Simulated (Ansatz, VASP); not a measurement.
Mg in VASP and in Ansatz

File INCAR:

```
SYSTEM = Mg
ALGO = Normal ; EDIFF = 1E-6
ENCUT = 520 ; GGA = PS
ISIF = 2 ; ISMEAR = 0
LASPH = .True. ; LCHARG = .False.
LREAL = .False. ; LWAVE = .False.
NBANDS = 7 ; NELM = 100
PREC = Accurate ; SIGMA = 0.05
```

File KPOINTS:

```
k-points
0
Gamma
  18 18 18
  0 0 0
```

The input POSCAR:

```
Mg
1.0
   -1.7782969184      1.7782969184      1.7782969184
    1.7782969184     -1.7782969184      1.7782969184
    1.7782969184      1.7782969184     -1.7782969184
Mg
1
Direct
    0.0000000000      0.0000000000      0.0000000000
```

Input for Ansatz:

```yaml
crystal:
  lattice:
    - [-1.7782969184, 1.7782969184, 1.7782969184]
    - [1.7782969184, -1.7782969184, 1.7782969184]
    - [1.7782969184, 1.7782969184, -1.7782969184]
  atoms:
    - { symbol: Mg, position: [0.0, 0.0, 0.0] }
basis:
  ecutwfc: 420
  ecutrho_ratio: 4
kpoints:
  mp_grid: { grid: [18, 18, 18] }
hamiltonian:
  xc: pbesol
scf:
  occupations: { method: gaussian, width: 0.05 }
output:
  forces: true
  stress: true
  eigenvalues: true
```

Alike in both runs: task single point; functional PBEsol; k mesh 18 × 18 × 18; occupations gaussian, width 0.05 eV; no spin polarisation.

```csv
,VASP,Ansatz
version,VASP 6.6.1,Ansatz 0.2.0
potentials or method,"VASP PAW PBE potentials, release 64 (Mg), cutoff 520 eV","scalar-relativistic, plane waves, PAW"
valence electrons in the cell,2,10
```

VASP gave:

- gap on the k mesh at the Fermi level (eV): none
- pressure (GPa): -0.1

What did Ansatz give for the same quantities?

gap on the k mesh at the Fermi level (eV): none; pressure (GPa): 0.0.

VASP's potentials were made for PBE, not for PBEsol. A gap of «none» marks a metal or a gap that the smearing closes. VASP's potentials hold 2 valence electrons a cell and Ansatz's 10, so a difference there can come from the potentials and not from the codes.
